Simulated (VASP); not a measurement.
# Ta2H (C222) in VASP: further runs, part 2 of 2

VASP 6.6.1. Earlier steps stand in the parts before.

## 3. Single point, PBEsol

This run uses another cell than the first one, of 12.55 Å³/atom.

INCAR

```
SYSTEM = Ta2H
PREC = Accurate ; ENCUT = 520
EDIFF = 1E-6 ; ISMEAR = 0
SIGMA = 0.1 ; LREAL = .False.
LASPH = .True. ; NELM = 60
ALGO = Normal ; ISIF = 2
LWAVE = .False. ; LCHARG = .False.
GGA = PS ; NBANDS = 18
```

KPOINTS

```
Automatic mesh
0
Gamma
  16 16 10
  0 0 0
```

POSCAR

```
Ta2H
1.0
    1.6806960890     -2.3591304848      0.0000000000
    1.6806960890      2.3591304848      0.0000000000
    0.0000000000      0.0000000000      4.7467732312
Ta H
2 1
Direct
    0.0000000000      0.5000000000      0.2641653671
    0.5000000000      0.0000000000      0.7358346329
    0.0000000000      0.0000000000      0.0000000000
```

Potentials or basis: VASP PAW PBE potentials, release 64 (Ta_pv, H).

On the command line:

```sh
> cat potpaw_PBE.64/Ta_pv/POTCAR potpaw_PBE.64/H/POTCAR > POTCAR
> mpirun -np 1 vasp_std > vasp.out
```

OUTCAR:

```text
SYSTEM = Ta2H
   PREC = Accurate
   ENCUT = 520
   EDIFF = 1E-6
   ISMEAR = 0
   LREAL = .False.
   LASPH = .True.
   NELM = 60
   ISIF = 2
   GGA = PS

 ion  position               nearest neighbor table
   1  0.000  0.500  0.264-   3 1.92   3 1.92   2 2.80   2 2.80   2 3.02   2 3.02   2 3.25   2 3.25
                             2 3.44   2 3.44
   2  0.500  0.000  0.736-   3 1.92   3 1.92   1 2.80   1 2.80   1 3.02   1 3.02   1 3.25   1 3.25
                             1 3.44   1 3.44
   3  0.000  0.000  0.000-   1 1.92   2 1.92   1 1.92   2 1.92

  LATTYP: Found a base centered orthorhombic cell.
 ALAT       =     3.3613921780
 B/A-ratio  =     1.4036627444
 C/A-ratio  =     1.4121450220

  Lattice vectors:

 A1 = (   1.6806960890,  -2.3591304848,   0.0000000000)
 A2 = (   1.6806960890,   2.3591304848,   0.0000000000)
 A3 = (   0.0000000000,   0.0000000000,   4.7467732312)

Analysis of symmetry for initial positions (statically):
=====================================================================
 Subroutine PRICEL returns:
 Original cell was already a primitive cell.

 Routine SETGRP: Setting up the symmetry group for a
 base centered orthorhombic supercell.

 Subroutine GETGRP returns: Found  4 space group operations
 (whereof  4 operations were pure point group operations)
 out of a pool of  8 trial point group operations.

The static configuration has the point symmetry D_2 .

Analysis of symmetry for dynamics (positions and initial velocities):
=====================================================================
 Subroutine PRICEL returns:
 Original cell was already a primitive cell.

 Routine SETGRP: Setting up the symmetry group for a
 base centered orthorhombic supercell.

 Subroutine GETGRP returns: Found  4 space group operations
 (whereof  4 operations were pure point group operations)
 out of a pool of  8 trial point group operations.

The dynamic configuration has the point symmetry D_2 .

[... 113 lines left out ...]
   EMIN   =  10.00;   EMAX   =-10.00  energy-range for DOS
   EFERMI =   0.00;   METHOD = LEGACY
   ISMEAR =     0;   SIGMA  =   0.10  broadening in eV -4-tet -1-fermi 0-gaus
   EFERMI_NEDOS =   21; number of points for ismear=-14 and -15
   IALGO  =     38    algorithm
   IMIX   =      4    mixing-type and parameters
     AMIX     =   0.40;   BMIX     =  1.00
     AMIX_MAG =   1.60;   BMIX_MAG =  1.00
  volume/ion in A,a.u.               =      12.55        84.67
  Fermi-wavevector in a.u.,A,eV,Ry     =   1.389188  2.625184 26.257097  1.929842
  Thomas-Fermi vector in A             =   2.513242
   LORBIT       =      0    0 simple, 1 ext, 2 COOP (PROOUT), +10 PAW based schemes
   GGA     = PS    functional components
   LHFCALC =     F    Hartree Fock is set to
   AEXX    =    0.0000 exact exchange contribution
   IVDW    =     0    specifies the selected vdW correction
   LEPSILON=     F    determine dielectric tensor
   LRPA    =     F    only Hartree local field effects (RPA)
 non-spin polarized calculation
 Gauss-broadening in eV      SIGMA  =   0.10
  energy-cutoff  :      520.00
  volume of cell :       37.64
 maximum number of plane-waves:      1043
 NGX is ok and might be reduce to    24
   NGX = 11   NGY = 11   NGZ = 17

 number of electron      22.9999997 magnetization

 Free energy of the ion-electron system (eV)
  ---------------------------------------------------
  ext. energy  EPLUGINS =         0.00000000
  ---------------------------------------------------
  free energy    TOTEN  =       -28.96217028 eV

  energy without entropy =      -28.95535424  energy(sigma->0) =      -28.95876226

 E-fermi :   5.5105     XC(G=0): -12.7579

 val. band max:        5.5036233788   @ k =  -0.1875   0.0625   0.2000
 cond. band min:       5.5125443919   @ k =  -0.1875   0.1875   0.3000
 fundamental gap:      0.0089210131
 Fermi energy:         5.5104975728

 k-point     1 :       0.0000    0.0000    0.0000
  band No.  band energies     occupation
      1     -28.9008      2.00000
      2     -28.1254      2.00000
      3     -27.8079      2.00000
      4     -27.8064      2.00000
      5     -27.7807      2.00000
      6     -27.7443      2.00000
[... 481 lines left out ...]
      5     -27.8038      2.00000
      6     -27.7602      2.00000
[... 10 lines left out ...]
     17      10.2151      0.00000
     18      12.6542      0.00000

 [... further k-points ...]
[... 5 lines left out ...]
  --------------------------------------------------------------------------------------
  -------------------------------------------------------------------------------------
  Total        0.5084237      0.5222739      0.5184675      0.0000000      0.0000000      0.0000000
  in kB       21.6404735     22.2299923     22.0679772      0.0000000      0.0000000      0.0000000
  external PRESSURE =      21.9794810 kB  Pullay stress =       0.0000000 kB

 VOLUME and BASIS-vectors are now :
 -----------------------------------------------------------------------------
  energy-cutoff  :      520.00
  volume of cell :       37.64
      direct lattice vectors                 reciprocal lattice vectors
     1.680696089 -2.359130485  0.000000000     0.297495784 -0.211942495  0.000000000
     1.680696089  2.359130485  0.000000000     0.297495784  0.211942495  0.000000000
     0.000000000  0.000000000  4.746773231     0.000000000  0.000000000  0.210669428

 POSITION                                       TOTAL-FORCE (eV/Angst)
 -----------------------------------------------------------------------------------
      0.84035      1.17957      1.25393         0.000000     -0.000000      0.016215
      0.84035     -1.17957      3.49284         0.000000      0.000000     -0.016215
      0.00000      0.00000      0.00000         0.000000      0.000000      0.000000
 -----------------------------------------------------------------------------------
    total drift:                                0.000000     -0.000000      0.000000

  FREE ENERGIE OF THE ION-ELECTRON SYSTEM (eV)
  ---------------------------------------------------
  free  energy   TOTEN  =       -28.9621702819 eV

  energy  without entropy=      -28.9553542436  energy(sigma->0) =      -28.95876226
```

Wall time 3.1 min (1 thread of Intel Xeon 6975P-C (Granite Rapids), shared host); peak memory 0.37 GiB.

What came out:

```yaml
Free_energy: -28.9622 eV
Pressure: 2.2 GPa
Largest_force: 0.016 eV/Å
Band_gap_on_the_k_mesh: zero (an odd number of electrons rules out a gap without spin polarisation)
```

Forces on the atoms (eV/Å):
```
Ta   0.000  0.000  0.016
Ta   0.000  0.000 -0.016
H    0.000  0.000  0.000
```

Caveat: the PAW data sets were made with another functional, which shifts forces and pressure a little; spin-orbit coupling is left out, which moves the levels of the heavy elements.

## 4. Single point, PBEsol

This run uses another cell than the first one, of 12.78 Å³/atom.

INCAR

```
SYSTEM = Ta2H
PREC = Accurate
ENCUT = 520
EDIFF = 1E-7
ISMEAR = 0
SIGMA = 0.1
LREAL = .False.
LASPH = .True.
NELM = 80
ALGO = Normal
ISIF = 2
LWAVE = .False.
LCHARG = .False.
GGA = PS
NBANDS = 18
```

KPOINTS

```
regular mesh
0
Gamma
  16 16 10
  0 0 0
```

POSCAR

```
Ta2H
1.0
    1.6941153737     -2.3721650141      0.0000000000
    1.6941153737      2.3721650141      0.0000000000
    0.0000000000      0.0000000000      4.7710926542
Ta H
2 1
Direct
    0.0000000000      0.5000000000      0.2643672351
    0.5000000000      0.0000000000      0.7356327649
    0.0000000000      0.0000000000      0.0000000000
```

On the command line:

```sh
> cat potpaw_PBE.64/Ta_pv/POTCAR potpaw_PBE.64/H/POTCAR > POTCAR
> mpirun -np 1 vasp_std > vasp.out
```

Run time: 3.3 min. Hardware: 1 thread of Intel Xeon 6975P-C (Granite Rapids), shared host; peak memory 0.37 GiB.

Results (log left out):

```
Free energy            : -28.9634 eV
Pressure               : -1.8 GPa
Largest force          : 0.017 eV/Å
Band gap on the k mesh : zero (an odd number of electrons rules out a gap without spin polarisation)
```

Forces on the atoms (eV/Å):
```
Ta   0.000  0.000  0.017
Ta   0.000  0.000 -0.017
H    0.000  0.000  0.000
```

Levels at points of the mesh, in eV from the Fermi level:
| k point | band 9 | band 10 | band 11 | band 12 | band 13 | band 14 | band 15 | band 16 |
| --- | --- | --- | --- | --- | --- | --- | --- | --- |
| (0.00, 0.00, 0.00) | -3.02 | -0.62 | 0.29 | 0.31 | 0.74 | 3.15 | 3.46 | 3.63 |
| (0.50, 0.00, 0.00) | -2.67 | -1.76 | -0.80 | -0.79 | 2.80 | 2.98 | 4.16 | 4.21 |
| (0.50, 0.50, 0.00) | -3.84 | -2.27 | -0.09 | 3.33 | 3.81 | 6.02 | 6.12 | 6.12 |
| (0.00, 0.00, 0.50) | -2.18 | -1.12 | -0.74 | 0.34 | 2.36 | 2.99 | 3.00 | 3.18 |
| (0.50, 0.00, 0.50) | -1.82 | -1.71 | -0.43 | 0.98 | 3.12 | 3.21 | 4.27 | 4.27 |
| (0.50, 0.50, 0.50) | -3.02 | -2.09 | 0.35 | 0.40 | 0.75 | 1.56 | 6.04 | 6.48 |

Caveat: the PAW data sets were made with another functional, which shifts forces and pressure a little; spin-orbit coupling is left out, which moves the levels of the heavy elements.

## 5. Relaxation of cell and atoms, PBEsol, target pressure -2 GPa, at which the enthalpy is minimised

This run uses another cell than the first one, of 12.91 Å³/atom.

INCAR

```
  PREC = Accurate
  ENCUT = 600
  EDIFF = 1E-6
  ISMEAR = 0
  SIGMA = 0.1
  LREAL = False
  LASPH = True
  NELM = 80
  ALGO = Normal
  ISIF = 3
  LWAVE = False
  LCHARG = False
  GGA = PS
  IBRION = 2
  NSW = 70
  EDIFFG = -0.008
  PSTRESS = -20.0
```

KPOINTS

```
regular mesh
0
Gamma
  16 16 10
```

POSCAR

```
Ta2H
1.0
    1.6983864280     -2.3807551766      0.0000000000
    1.6983864280      2.3807551766      0.0000000000
    0.0000000000      0.0000000000      4.7883963644
Ta H
2 1
Direct
    0.0000000000      0.5000000000      0.2642713377
    0.5000000000      0.0000000000      0.7357286623
    0.0000000000      0.0000000000      0.0000000000
```

Potentials or basis: VASP PAW PBE potentials, release 64 (Ta_pv, H).

On the command line:

```sh
> cat potpaw_PBE.64/Ta_pv/POTCAR potpaw_PBE.64/H/POTCAR > POTCAR
> mpirun -np 1 vasp_std > vasp.out
```

OUTCAR:

```text
PREC = Accurate
   ENCUT = 600
   EDIFF = 1E-6
   ISMEAR = 0
   LREAL = False
   LASPH = True
   NELM = 80
   ISIF = 3
   GGA = PS
   IBRION = 2
   NSW = 70
   EDIFFG = -0.008
   PSTRESS = -20.0

 ion  position               nearest neighbor table
   1  0.000  0.500  0.264-   3 1.93   3 1.93   2 2.83   2 2.83   2 3.05   2 3.05   2 3.28   2 3.28
                             2 3.47   2 3.47
   2  0.500  0.000  0.736-   3 1.93   3 1.93   1 2.83   1 2.83   1 3.05   1 3.05   1 3.28   1 3.28
                             1 3.47   1 3.47
   3  0.000  0.000  0.000-   1 1.93   2 1.93   1 1.93   2 1.93

  LATTYP: Found a base centered orthorhombic cell.
 ALAT       =     3.3967728560
 B/A-ratio  =     1.4017747300
 C/A-ratio  =     1.4096898931

  Lattice vectors:

 A1 = (   1.6983864280,  -2.3807551766,   0.0000000000)
 A2 = (   1.6983864280,   2.3807551766,   0.0000000000)
 A3 = (   0.0000000000,   0.0000000000,   4.7883963644)

Analysis of symmetry for initial positions (statically):
=====================================================================
 Subroutine PRICEL returns:
 Original cell was already a primitive cell.

 Routine SETGRP: Setting up the symmetry group for a
 base centered orthorhombic supercell.

 Subroutine GETGRP returns: Found  4 space group operations
 (whereof  4 operations were pure point group operations)
 out of a pool of  8 trial point group operations.

The static configuration has the point symmetry D_2 .

Analysis of symmetry for dynamics (positions and initial velocities):
=====================================================================
 Subroutine PRICEL returns:
 Original cell was already a primitive cell.

 Routine SETGRP: Setting up the symmetry group for a
 base centered orthorhombic supercell.

 Subroutine GETGRP returns: Found  4 space group operations
 (whereof  4 operations were pure point group operations)
 out of a pool of  8 trial point group operations.

[... 133 lines left out ...]
 conjugate gradient relaxation of ions
 non-spin polarized calculation
 Gauss-broadening in eV      SIGMA  =   0.10
  energy-cutoff  :      600.00
  volume of cell :       38.72
 maximum number of plane-waves:      1320
   NGX = 11   NGY = 11   NGZ = 19

--------------------------------------- Ionic step        1  -------------------------------------------

 number of electron      23.0000001 magnetization

 Free energy of the ion-electron system (eV)
  ---------------------------------------------------
  ext. energy  EPLUGINS =         0.00000000
  ---------------------------------------------------
  free energy    TOTEN  =       -28.95796976 eV

  energy without entropy =      -28.95090249  energy(sigma->0) =      -28.95443613

------------------------ aborting loop because EDIFF is reached ----------------------------------------

  FORCE on cell =-STRESS in cart. coord.  units (eV):
  Direction    XX          YY          ZZ          XY          YZ          ZX
  --------------------------------------------------------------------------------------
  -------------------------------------------------------------------------------------
  Total       -0.8670884     -0.9601834     -0.9603418      0.0000000      0.0000000      0.0000000
  in kB      -35.8758864    -39.7277018    -39.7342557      0.0000000      0.0000000      0.0000000
  external PRESSURE =     -18.4459480 kB  Pullay stress =     -20.0000000 kB
[... 143 lines left out ...]
--------------------------------------- Ionic step        5  -------------------------------------------

 number of electron      22.9999999 magnetization

 Free energy of the ion-electron system (eV)
  ---------------------------------------------------
  ext. energy  EPLUGINS =         0.00000000
  ---------------------------------------------------
  free energy    TOTEN  =       -28.96403645 eV

  energy without entropy =      -28.95705503  energy(sigma->0) =      -28.96054574

 E-fermi :   5.3560     XC(G=0): -12.6566

 val. band max:        5.3558586381   @ k =  -0.2500   0.1875   0.4000
 cond. band min:       5.3585737671   @ k =  -0.1875   0.0625   0.2000
 fundamental gap:      0.0027151289
 Fermi energy:         5.3560382019

 k-point     1 :       0.0000    0.0000    0.0000
  band No.  band energies     occupation
      1     -29.0643      2.00000
      2     -28.3415      2.00000
      3     -28.0406      2.00000
      4     -28.0404      2.00000
      5     -28.0152      2.00000
      6     -27.9795      2.00000
      7      -4.3836      2.00000
      8       0.8638      2.00000
      9       2.3436      2.00000
     10       4.7271      2.00000
     11       5.6508      0.00003
     12       5.6694      0.00001
     13       6.0973      0.00000
     14       8.5069      0.00000
[... 401 lines left out ...]
      2     -28.3574      2.00000
      3     -28.0700      2.00000
      4     -28.0569      2.00000
      5     -28.0366      2.00000
      6     -27.9944      2.00000
      7      -4.2425      2.00000
      8       1.0167      2.00000
      9       2.3830      2.00000
     10       4.6130      2.00000
     11       5.5470      0.00693
     12       5.8277      0.00000
     13       6.0151      0.00000
     14       8.3553      0.00000
     15       8.5507      0.00000

 [... further k-points ...]
[... 5 lines left out ...]
  --------------------------------------------------------------------------------------
  -------------------------------------------------------------------------------------
  Total       -0.4756341     -0.4988291     -0.4904824      0.0000000      0.0000000      0.0000000
  in kB      -19.8466809    -20.8145338    -20.4662537      0.0000000      0.0000000      0.0000000
  external PRESSURE =      -0.3758228 kB  Pullay stress =     -20.0000000 kB
[... 22 lines left out ...]
  energy  without entropy=      -28.9570550252  energy(sigma->0) =      -28.96054574

  enthalpy is  TOTEN    =       -29.4433448684 eV   P V=       -0.4793084150

 reached required accuracy - stopping structural energy minimisation
```

Wall time 7 min (1 thread of Intel Xeon Platinum 8259CL at 2.50GHz (Skylake/Cascade Lake), shared host); peak memory 0.41 GiB.

What came out:

| Item | Value |
| --- | --- |
| Free energy | -28.9640 eV |
| Relaxed volume | 12.80 Å³/atom |
| Relaxed cell | a = 2.916 Å, b = 2.916 Å, c = 4.774 Å, α = 90.00°, β = 90.00°, γ = 108.94° |
| Space group after relaxing (to 0.1 Å) | C222 (No. 21) |
| Energy change on relaxing (the run minimises the enthalpy) | -2.0 meV/atom |
| Ionic steps | 5 |
| Pressure after relaxing | -2.0 GPa |
| Band gap on the k mesh | zero (an odd number of electrons rules out a gap without spin polarisation) |

Stress tensor (GPa, compression positive):
```
-1.98  0.00  0.00
 0.00 -2.08  0.00
 0.00  0.00 -2.05
```

Step by step:
```
step  energy change (eV)  largest force (eV/Å)  pressure (GPa)  volume (Å³)
   1              0.0000                0.0368           -3.84        38.72
   2             -0.0080                0.0260            0.82        37.90
   3             -0.0062                0.0121           -1.98        38.39
   4             -0.0061                0.0129           -2.02        38.39
   5             -0.0061                0.0016           -2.04        38.40
```

Final structure:
```yaml
crystal:
  lattice:
    - [1.69466, -2.37316, 0.00000]
    - [1.69466, 2.37316, 0.00000]
    - [0.00000, 0.00000, 4.77370]
  atoms:
    - { symbol: Ta, position: [0.00000, 0.50000, 0.26453] }
    - { symbol: Ta, position: [0.50000, 0.00000, 0.73547] }
    - { symbol: H, position: [0.00000, 0.00000, 0.00000] }
```

Caveat: the cell is relaxed towards a set pressure, so the run minimises the enthalpy, not the energy; the PAW data sets were made with another functional, which shifts forces and pressure a little; spin-orbit coupling is left out, which moves the levels of the heavy elements.

## 6. Overview

| task | cell | cutoff (eV) | gap on the mesh (eV) | pressure (GPa) | largest force (eV/Å) |
| --- | --- | --- | --- | --- | --- |
| single point | a = 2.884, b = 2.884, c = 4.729 Å, angles 90.0, 90.0, 109.2°, 3 atoms, atomic positions A | 520 | none | 5.2 | 0.02 |
| single point | a = 2.897, b = 2.897, c = 4.747 Å, angles 90.0, 90.0, 109.1°, 3 atoms, atomic positions B | 520 | none | 2.2 | 0.02 |
| single point | a = 2.915, b = 2.915, c = 4.771 Å, angles 90.0, 90.0, 108.9°, 3 atoms, atomic positions C | 520 | none | -1.8 | 0.02 |
| relaxation of cell and atoms | relaxed to -2 GPa from a = 2.924, b = 2.924, c = 4.788 Å, angles 90.0, 90.0, 109.0°, 3 atoms, atomic positions B | 600 | none | -2.0 | - |

Alike in all rows: level PBEsol; potentials or basis VASP PAW PBE potentials, release 64 (Ta_pv, H); no spin polarisation; k mesh 16 × 16 × 10; smearing gaussian 0.1 eV.

Caveats: the PAW data sets were made with another functional, which shifts forces and pressure a little; spin-orbit coupling is left out, which moves the levels of the heavy elements; the cell stands under pressure (at least some runs); the cell is relaxed towards a set pressure, so the run minimises the enthalpy, not the energy (at least some runs).

Absolute energies hang on the potentials; compare differences alone.
